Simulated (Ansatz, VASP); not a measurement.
**One calculation of AlH7, two programs**

```
Al H
1.0
     4.68388    0.06757    0.00755
     0.81199    7.95786   -0.05222
     0.75456    3.89454    7.03424
Al H
2 14
Direct
  0.96088 0.93201 0.03356
  0.46099 0.93187 0.03322
  0.56560 0.63842 0.64583
  0.48643 0.54959 0.70229
  0.02706 0.92534 0.55508
  0.92149 0.98451 0.48024
  0.05205 0.32691 0.53366
  0.13168 0.41581 0.47864
  0.62123 0.38458 0.13846
  0.50686 0.31924 0.19907
  0.23861 0.93935 0.86564
  0.17731 0.09199 0.04546
  0.70505 0.09946 0.87790
  0.21687 0.76465 0.18887
  0.68291 0.92411 0.20125
  0.74496 0.77216 0.02084
```

Alike in both runs: task single point; functional PBE; k mesh 6 × 4 × 4; occupations gaussian, width 0.02 eV; no spin polarisation.

|  | VASP | Ansatz |
| --- | --- | --- |
| version | VASP 6.6.1 | Ansatz 0.2.0 |
| potentials or method | VASP PAW PBE potentials, release 64 (Al, H), cutoff 520 eV | scalar-relativistic, plane waves, PAW |
| valence electrons in the cell | 20 | 20 |

```tsv
	VASP	Ansatz	Ansatz less VASP
gap on the k mesh at the Fermi level (eV)	2.56	2.57	+0.010
least direct gap on the mesh (eV)	2.56	2.57	+0.011
pressure (GPa)	-0.1	0.0	+0.15
rms of the force components (eV/Å)	0.005	0.002	-0.0026
```

Atom by atom the forces differ by 0.005 eV/Å (rms over components). With one functional, cell and mesh, what is left measures potentials, basis and numerics. Ansatz's warnings: xc potential rough in thin density.
